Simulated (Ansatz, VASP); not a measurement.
**Nb: VASP beside Ansatz**

Contents of INCAR:

```
SYSTEM = Nb
ALGO     = Normal         ! electronic algorithm
EDIFF    = 1E-6           ! SCF threshold, eV
ENCUT    = 500            ! plane-wave cutoff, eV
GGA      = PE             ! functional
GGA_COMPAT= .FALSE.      
ISIF     = 2              ! what is computed and relaxed
ISMEAR   = 0              ! smearing method
LASPH    = .TRUE.         ! aspherical terms in the spheres
LCHARG   = .FALSE.        ! write CHGCAR
LREAL    = .FALSE.        ! projectors in reciprocal space
LWAVE    = .FALSE.        ! write WAVECAR
NBANDS   = 12             ! bands
NELM     = 120            ! most SCF steps
PREC     = Accurate       ! precision mode
SIGMA    = 0.018000000000000002 ! smearing width, eV
```

File KPOINTS:

```
k-points
0
G
  11 11 11
  0 0 0
```

File POSCAR:

```
Nb
1.0
   -1.6639500000      1.6639500000      1.6639500000
    1.6639500000     -1.6639500000      1.6639500000
    1.6639500000      1.6639500000     -1.6639500000
Nb
1
Direct
    0.0000000000      0.0000000000      0.0000000000
```

input.yaml

```yaml
crystal:
  lattice:
    - [-1.66395, 1.66395, 1.66395]
    - [1.66395, -1.66395, 1.66395]
    - [1.66395, 1.66395, -1.66395]
  atoms:
    - { symbol: Nb, position: [0.0, 0.0, 0.0] }
kpoints:
  mp_grid: { grid: [11, 11, 11] }
scf:
  occupations: { method: gaussian, width: 0.018 }
hamiltonian:
  xc: pbe
  pseudopotentials: { kind: all_electron, lapw: { basis_error: 0.001 } }
output:
  forces: true
  stress: true
  eigenvalues: true
```

Alike in both runs: task single point; functional PBE; k mesh 11 × 11 × 11; occupations gaussian, width 0.018 eV; no spin polarisation.

|  | VASP | Ansatz |
| --- | --- | --- |
| version | VASP 6.6.1 | Ansatz 0.2.0 |
| potentials or method | VASP PAW PBE potentials, release 64 (Nb_sv), cutoff 500 eV | all-electron LAPW, scalar-relativistic |

|  | VASP | Ansatz | Ansatz less VASP |
| --- | --- | --- | --- |
| gap on the k mesh at the Fermi level (eV) | none | none | - |
| pressure (GPa) | -2.1 | -1.7 | +0.38 |

A gap of «none» marks a metal or a gap that the smearing closes. Ansatz ran all-electron here, and VASP with PAW potentials.
